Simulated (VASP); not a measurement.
The system is Cu.

```
Cu
1.0
     2.53076    0.00000    0.00000
    -1.26538    2.19171    0.00000
     0.00000    0.00000    8.26182
Cu
4
Direct
  0.66667 0.33333 0.75000
  0.00000 0.00000 0.50000
  0.33333 0.66667 0.25000
  0.00000 0.00000 0.00000
```

This isn't the form of Cu at room conditions, which is fcc.

| Item | Value |
| --- | --- |
| Program | VASP 6.6.1 |
| Task | relaxation of cell and atoms |
| Functional | RPBE |
| Potentials or basis | VASP PAW PBE potentials, release 64 (Cu) |
| Cutoff | 600 eV |
| k mesh | 12 × 12 × 4 |
| Occupations | fermi-dirac, width 0.05 eV |
| Spin | no spin polarisation |

At the start: pressure 12.7 GPa; volume 11.46 Å³/atom.

Question: How do energy, volume and symmetry change on relaxing?

Answer: Over 8 steps the energy falls by 36.9 meV/atom and the volume is 12.47 Å³/atom (+8.8 %); space group P6_3/mmc (No. 194, to 0.1 Å) before and after.

The path:
| step | energy change (eV) | largest force (eV/Å) | pressure (GPa) | volume (Å³) |
| --- | --- | --- | --- | --- |
| 1 | 0.0000 | 0.0000 | 12.67 | 45.83 |
| 2 | -0.1140 | 0.0000 | -4.93 | 52.10 |
| 3 | -0.1475 | 0.0000 | 0.42 | 49.89 |
| 4 | -0.1473 | 0.0000 | -0.38 | 50.05 |
| 5 | -0.1476 | 0.0000 | 0.13 | 49.85 |
| 6 | -0.1476 | 0.0000 | 0.10 | 49.86 |
| 7 | -0.1477 | 0.0000 | -0.33 | 49.88 |
| 8 | -0.1477 | 0.0000 | 0.04 | 49.88 |

Final structure:
```xyz
4
Lattice="2.6070 0.0000 0.0000 -1.3035 2.2578 0.0000 0.0000 0.0000 8.4740" Properties=species:S:1:pos:R:3 pbc="T T T"
Cu    1.3035    0.7526    6.3555
Cu    0.0000    0.0000    4.2370
Cu    0.0000    1.5052    2.1185
Cu    0.0000    0.0000    0.0000
```

Caveat: the PAW data sets were made with another functional, which shifts forces and pressure a little.
